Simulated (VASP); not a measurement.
Here is a VASP 6.6.1 calculation.

The input INCAR:

```
SYSTEM = AlN
ALGO = Normal
EDIFF = 1E-7
ENCUT = 520
GGA = PE
ISIF = 2
ISMEAR = 0
LASPH = .True.
LCHARG = .False.
LREAL = .False.
LWAVE = .False.
NBANDS = 16
NELM = 100
PREC = Accurate
SIGMA = 0.05
```

File KPOINTS:

```
k-points
0
Gamma
  9 9 6
  0 0 0
```

POSCAR

```
AlN
1.0
    3.2306000000      0.0000000000      0.0000000000
   -1.6153000000      2.7977816695      0.0000000000
    0.0000000000      0.0000000000      4.4388000000
Al N
2 2
Direct
    0.3333333333      0.6666666667      0.7500000000
    0.6666666667      0.3333333333      0.2500000000
    0.3333333333      0.6666666667      0.2500000000
    0.6666666667      0.3333333333      0.7500000000
```

Potentials or basis: VASP PAW PBE potentials, release 64 (Al, N).

Run with:

```sh
$ cat potpaw_PBE.64/Al/POTCAR potpaw_PBE.64/N/POTCAR > POTCAR
$ mpirun -np 1 vasp_std > vasp.out
```

Q: Predict the band gap on the k mesh.

A: 3.02 eV, direct.

Q: Predict the pressure.

A: 2.8 GPa.

Stress tensor (GPa, compression positive):
```
 7.28  0.00  0.00
 0.00  7.28  0.00
 0.00  0.00 -6.05
```

As with any semilocal functional, this PBE gap is likely too small.
